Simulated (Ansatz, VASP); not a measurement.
ZnCd3O: VASP beside Ansatz

```
Zn Cd O
1.0
     4.30010    0.00000    0.00000
     0.00000    4.30010    0.00000
     0.00000    0.00000    5.47359
Zn Cd O
1 3 1
Direct
  0.00000 0.00000 0.13119
  0.00000 0.50000 0.48755
  0.50000 0.50000 0.06714
  0.50000 0.00000 0.48755
  0.50000 0.50000 0.66846
```

Change from the starting cell: species swapped into the CeBPt3 type (P4mm, No. 99).

Alike in both runs: functional PBE; k mesh 4 × 4 × 4; occupations gaussian, width 0.1 eV; no spin polarisation.

Ansatz relaxed the structure, and its values are those at the end. VASP's run is a single point on that final structure, the one shown.

```csv
,VASP,Ansatz
version,VASP 6.6.1,Ansatz 0.2.0
potentials or method,"VASP PAW PBE potentials, release 64 (Zn, Cd, O), cutoff 520 eV","scalar-relativistic, plane waves, PAW"
valence electrons in the cell,54,78
```

|  | VASP | Ansatz | Ansatz less VASP |
| --- | --- | --- | --- |
| gap on the k mesh at the Fermi level (eV) | none | none | - |
| pressure (GPa) | 0.5 | 0.0 | -0.49 |
| rms of the force components (eV/Å) | 0.026 | 0.012 | -0.0138 |

A gap of «none» marks a metal or a gap that the smearing closes. VASP's potentials hold 54 valence electrons a cell and Ansatz's 78, so a difference there can come from the potentials and not from the codes.

The k mesh is coarse, so the values compare programs but aren't converged.
